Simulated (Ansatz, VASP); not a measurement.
# Sb: VASP beside Ansatz

```
CELL_PARAMETERS angstrom
3.35453 0.00000 0.00000
-1.67727 2.90511 0.00000
0.00000 0.00000 5.47016
ATOMIC_POSITIONS crystal
Sb 0.66667 0.33333 0.75000
Sb 0.33333 0.66667 0.25000
```

Alike in both runs: functional PBEsol; k mesh 9 × 9 × 5; occupations fermi-dirac, width 0.05 eV; non-collinear spin, spin-orbit coupling.

```csv
,VASP,Ansatz
version,VASP 6.6.1,Ansatz 0.2.0
potentials or method,"VASP PAW PBE potentials, release 64 (Sb)",Ansatz PAW
plane-wave cutoff (eV),520,420
valence electrons in the cell,10,30
task,single point,band structure
```

Ansatz gave:

| Property | Result |
| --- | --- |
| pressure (GPa) | -1.4 |
| traceless stress, the component that is largest in VASP (GPa) | -0.31 |
| net moment per atom (μB) | 0.00 |

Question: Estimate VASP's values.

Answer: Pressure (GPa): -1.5; traceless stress, the component that is largest in VASP (GPa): -0.30; net moment per atom (μB): 0.00.

VASP's potentials were made for PBE, not for PBEsol. The functional is the same, so the differences come from potentials, cutoffs and numerics. VASP's potentials hold 10 valence electrons a cell and Ansatz's 30, so a difference there can come from the potentials and not from the codes.
